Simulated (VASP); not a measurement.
In3GaAs4:

```
CELL_PARAMETERS angstrom
4.34719 0.02303 0.04353
0.02303 4.26308 0.04241
0.12379 0.12063 12.01959
ATOMIC_POSITIONS crystal
In 0.99992 0.99317 0.73428
In 0.01785 0.00547 0.26203
In 0.49617 0.47827 0.99590
Ga 0.48605 0.48565 0.50096
As 0.51840 0.04924 0.39923
As 0.98904 0.48246 0.12254
As 0.48936 0.99848 0.87697
As 0.00321 0.50726 0.60809
```

* Program: VASP 6.6.1
* Task: relaxation of cell and atoms
* Functional: PBE
* Potentials or basis: VASP PAW PBE potentials, release 64 (In_d, Ga_d, As)
* Cutoff: 600 eV
* k mesh: 6 × 6 × 2
* Occupations: gaussian, width 0.2 eV
* Spin: no spin polarisation

At the start: pressure 1.5 GPa; volume 27.84 Å³/atom.

Where does the relaxation end?

Over 20 steps the energy falls by 84.0 meV/atom and the volume is 28.13 Å³/atom (+1.1 %); space group P1 (No. 1, to 0.1 Å) before, P-4m2 (No. 115, to 0.1 Å).

The path:
```csv
step,energy change (eV),largest force (eV/Å),pressure (GPa),volume (Å³)
1,0.0000,3.0517,1.49,222.70
2,-0.4967,0.7073,-1.10,231.01
3,-0.5014,0.7286,-0.95,230.08
4,-0.6276,0.3547,-0.15,225.75
5,-0.6437,0.2221,0.33,223.67
6,-0.6548,0.1459,-0.04,225.22
7,-0.6554,0.1511,-0.14,225.67
8,-0.6604,0.1010,-0.06,225.33
9,-0.6618,0.1357,0.01,225.04
10,-0.6647,0.0883,0.04,224.93
11,-0.6660,0.0876,0.08,224.78
12,-0.6679,0.0525,-0.04,225.30
13,-0.6680,0.0600,-0.08,225.47
14,-0.6693,0.0534,0.00,225.13
15,-0.6697,0.0569,0.07,224.83
16,-0.6707,0.0474,-0.03,225.27
17,-0.6707,0.0503,-0.06,225.44
18,-0.6714,0.0419,-0.01,225.22
19,-0.6715,0.0464,0.00,225.16
20,-0.6717,0.0132,0.02,225.07
```

Final structure:
```
In Ga As
1.0
     4.29968    0.00060   -0.00045
    -0.00073    4.29918    0.00011
    -0.00220    0.00343   12.17601
In Ga As
3 1 4
Direct
  0.99926 0.00123 0.74160
  0.00041 0.00009 0.25842
  0.49919 0.49804 0.00004
  0.50127 0.50022 0.49999
  0.50048 0.00054 0.38838
  0.99922 0.49991 0.12927
  0.49910 0.99858 0.87074
  0.00107 0.50139 0.61156
```
